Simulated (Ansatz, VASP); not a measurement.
# One calculation of C, two programs

```
C
1.0
     0.00000    1.73896    1.87960
     1.73896    0.00000    1.87960
     1.73896    1.73896    0.00000
C
2
Cartesian
  1.7390 1.7390 1.8796
  2.6084 2.6084 2.8194
```

Change from the starting cell: strain +e along x and -e along y +0.0000, strain +e along z and -e/2 along x and y +0.0525.

Alike in both runs: task single point; functional PBE; k mesh 12 × 12 × 12; occupations gaussian, width 0.05 eV; no spin polarisation.

|  | VASP | Ansatz |
| --- | --- | --- |
| version | VASP 6.6.1 | Ansatz 0.2.0 |
| potentials or method | VASP PAW PBE potentials, release 64 (C), cutoff 520 eV | scalar-relativistic, plane waves, PAW |
| valence electrons in the cell | 8 | 8 |

|  | VASP | Ansatz | Ansatz less VASP |
| --- | --- | --- | --- |
| gap on the k mesh at the Fermi level (eV) | 3.17 | 3.18 | +0.008 |
| least direct gap on the mesh (eV) | 4.90 | 4.90 | +0.004 |
| pressure (GPa) | 1.7 | 1.1 | -0.62 |
| traceless stress, the component that is largest in VASP (GPa) | -51.84 | -51.85 | -0.005 |

The functional is the same, so the differences come from potentials, cutoffs and numerics.
